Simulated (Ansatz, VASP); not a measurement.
B5N in VASP and in Ansatz

File INCAR:

```
ALGO = Normal ; EDIFF = 1E-6
EDIFFG = -0.04 ; ENCUT = 600
GGA = PE ; IBRION = 2
ISIF = 3 ; ISMEAR = 0
LASPH = T ; LCHARG = F
LREAL = F ; LWAVE = F
NELM = 80 ; NSW = 90
PREC = Accurate ; SIGMA = 0.1
```

File KPOINTS:

```
k-points
0
Gamma
  6 6 6
```

Contents of POSCAR:

```
B5N
1.0
    4.0876513100      0.0000000000      0.0000000000
   -2.0438256500      3.5400098800      0.0000000000
    0.0000000000      0.0000000000      3.3295367900
B N
5 1
Direct
    0.3333333300      0.6666666700      0.0000000000
    0.6666666700      0.3333333300      0.0000000000
    0.5000000000      0.0000000000      0.5000000000
    0.5000000000      0.5000000000      0.5000000000
    0.0000000000      0.5000000000      0.5000000000
    0.0000000000      0.0000000000      0.0000000000
```

Input for Ansatz:

```yaml
crystal:
  lattice:
    - [4.08765131, 0.0, 0.0]
    - [-2.04382565, 3.54000988, 0.0]
    - [0.0, 0.0, 3.32953679]
  atoms:
    - { symbol: B, position: [0.33333333, 0.66666667, 0.0] }
    - { symbol: B, position: [0.66666667, 0.33333333, 0.0] }
    - { symbol: B, position: [0.5, 0.0, 0.5] }
    - { symbol: B, position: [0.5, 0.5, 0.5] }
    - { symbol: B, position: [0.0, 0.5, 0.5] }
    - { symbol: "N", position: [0.0, 0.0, 0.0] }
basis:
  ecutwfc: 420
kpoints:
  mp_grid: { grid: [6, 6, 6] }
hamiltonian:
  xc: pbe
scf:
  occupations: { method: gaussian, width: 0.1 }
  lower_state_search: "off"
output:
  forces: true
  stress: true
  eigenvalues: true
relax:
  adjacent_minimum: "off"
  f_tol: 0.04
  max_steps: 70
  cell: { stress_tol: 0.4 }
```

Change from the starting cell: species swapped into the GdCu5 type (P6/mmm, No. 191).

Alike in both runs: task relaxation of cell and atoms; functional PBE; k mesh 6 × 6 × 6; occupations gaussian, width 0.1 eV; no spin polarisation.

|  | VASP | Ansatz |
| --- | --- | --- |
| version | VASP 6.6.1 | Ansatz 0.2.0 |
| potentials or method | VASP PAW PBE potentials, release 64 (B, N), cutoff 600 eV | scalar-relativistic, plane waves, PAW |
| valence electrons in the cell | 20 | 20 |

```tsv
	VASP	Ansatz	Ansatz less VASP
gap on the k mesh at the Fermi level, each at its own relaxed structure (eV)	none	none	-
relaxed volume (Å³/atom)	6.82	6.83	+0.008
relaxed cell length with the largest relative difference (Å)	4.034	4.037	+0.0031
```

A gap of «none» marks a metal or a gap that the smearing closes.

Noted on VASP's run: the volume moved by over 15 % at a fixed basis, so the end points are rough; too few bands were computed for a metal, which touches its energy and stress.
